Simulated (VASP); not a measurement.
A run of VASP 6.6.1:

The input POSCAR:

```
NiSb
1.0
    3.9280000000      0.0000000000      0.0000000000
   -1.9640000000      3.4017477861      0.0000000000
    0.0000000000      0.0000000000      5.1200000000
Sb Ni
2 2
Direct
    0.6666666667      0.3333333333      0.7500000000
    0.3333333333      0.6666666667      0.2500000000
    0.0000000000      0.0000000000      0.5000000000
    0.0000000000      0.0000000000      0.0000000000
```

File INCAR.step1:

```
SYSTEM = NiSb
ALGO     = Normal         ! electronic algorithm
EDIFF    = 1E-4           ! SCF threshold, eV
ENCUT    = 520            ! plane-wave cutoff, eV
GGA      = PE             ! functional
ISMEAR   = -1             ! smearing method
ISPIN    = 2              ! spin polarisation
LASPH    = .True.         ! aspherical terms in the spheres
LCHARG   = .False.        ! write CHGCAR
LMAXMIX  = 4              ! l up to which the mixer works
LREAL    = .False.        ! projectors in reciprocal space
LWAVE    = .True.         ! write WAVECAR
MAGMOM   = 0 0 1 1        ! initial moments
NBANDS   = 27             ! bands
NELM     = 150            ! most SCF steps
PREC     = Accurate       ! precision mode
SIGMA    = 0.05           ! smearing width, eV
```

File INCAR.step2:

```
SYSTEM = NiSb
ALGO     = Normal         ! electronic algorithm
EDIFF    = 1E-6           ! SCF threshold, eV
ENCUT    = 520            ! plane-wave cutoff, eV
ISIF     = 2              ! what is computed and relaxed
ISMEAR   = -1             ! smearing method
ISPIN    = 2              ! spin polarisation
ISTART   = 1            
LASPH    = .True.         ! aspherical terms in the spheres
LCHARG   = .False.        ! write CHGCAR
LMAXMIX  = 4              ! l up to which the mixer works
LMIXTAU  = .True.       
LORBIT   = 11             ! projections on sites
LREAL    = .False.        ! projectors in reciprocal space
LWAVE    = .False.        ! write WAVECAR
MAGMOM   = 0 0 1 1        ! initial moments
METAGGA  = R2SCAN         ! meta-GGA
NBANDS   = 27             ! bands
NELM     = 150            ! most SCF steps
PREC     = Accurate       ! precision mode
SIGMA    = 0.05           ! smearing width, eV
```

The input KPOINTS:

```
k-points
0
Gamma
  8 8 5
  0 0 0
```

Potentials or basis: VASP PAW PBE potentials, release 64 (Sb, Ni).

The run is started by

```console
$ cat potpaw_PBE.64/Sb/POTCAR potpaw_PBE.64/Ni/POTCAR > POTCAR
$ cp INCAR.step1 INCAR
$ mpirun -np 1 vasp_std > vasp.out
$ cp INCAR.step2 INCAR
$ mpirun -np 1 vasp_std > vasp.out
```

Hardware: 1 thread of Intel(R) Xeon(R) 6975P-C (Granite Rapids) (shared host).

Q: Estimate the wall time of this run.

A: It took 3.7 min on 1 thread of Intel(R) Xeon(R) 6975P-C (Granite Rapids), with other jobs on the host, peak memory 0.28 GiB. Counts: k points 30.
